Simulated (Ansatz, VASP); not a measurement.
## MoS2: VASP beside Ansatz

The input INCAR:

```
SYSTEM = MoS2
  ALGO = Normal
  EDIFF = 1E-6
  ENCUT = 520
  ISIF = 2
  ISMEAR = 0
  LASPH = .TRUE.
  LCHARG = .FALSE.
  LREAL = .FALSE.
  LWAVE = .FALSE.
  NBANDS = 35
  NELM = 60
  PREC = Accurate
  SIGMA = 0.01
```

File KPOINTS:

```
k-points
0
G
  12 12 2
  0 0 0
```

POSCAR

```
MoS2
1.0
    3.1730194941      0.0000000000      0.0000000000
   -1.5865097470      2.7479154886      0.0000000000
    0.0000000000      0.0000000000     12.4359056939
Mo S
2 4
Direct
    0.3333333333      0.6666666667      0.2500000000
    0.6666666667      0.3333333333      0.7500000000
    0.3333333333      0.6666666667      0.6249005388
    0.6666666667      0.3333333333      0.1249005388
    0.3333333333      0.6666666667      0.8750994612
    0.6666666667      0.3333333333      0.3750994612
```

Input for Ansatz:

```yaml
crystal:
  lattice:
    - [3.1730194941, 0.0, 0.0]
    - [-1.586509747, 2.7479154886, 0.0]
    - [0.0, 0.0, 12.4359056939]
  atoms:
    - { symbol: Mo, position: [0.3333333333, 0.6666666667, 0.25] }
    - { symbol: Mo, position: [0.6666666667, 0.3333333333, 0.75] }
    - { symbol: S, position: [0.3333333333, 0.6666666667, 0.6249005388] }
    - { symbol: S, position: [0.6666666667, 0.3333333333, 0.1249005388] }
    - { symbol: S, position: [0.3333333333, 0.6666666667, 0.8750994612] }
    - { symbol: S, position: [0.6666666667, 0.3333333333, 0.3750994612] }
kpoints:
  mp_grid: { grid: [12, 12, 2] }
hamiltonian:
  xc: lda
scf:
  occupations: { method: fixed }
output:
  optics: { e_range: [0, 12], de: 0.05, sigma: 0.1, bands: auto }
```

Alike in both runs: task single point; functional LDA; k mesh 12 × 12 × 2; no spin polarisation.

```csv
,VASP,Ansatz
version,VASP 6.6.1,Ansatz 0.2.0
potentials or method,"VASP PAW LDA potentials, release 64 (Mo_sv, S)","plane waves, PAW"
plane-wave cutoff (eV),520,420
occupations,"gaussian, width 0.01 eV",fixed
valence electrons in the cell,52,52
```

VASP gave:

```
gap on the k mesh at the Fermi level (eV) : 0.87
```

Q: Estimate Ansatz's values.

A: gap on the k mesh at the Fermi level (eV): 0.86.

LDA's correlation is that of Perdew and Zunger in VASP and of Perdew and Wang (1992) in Ansatz.
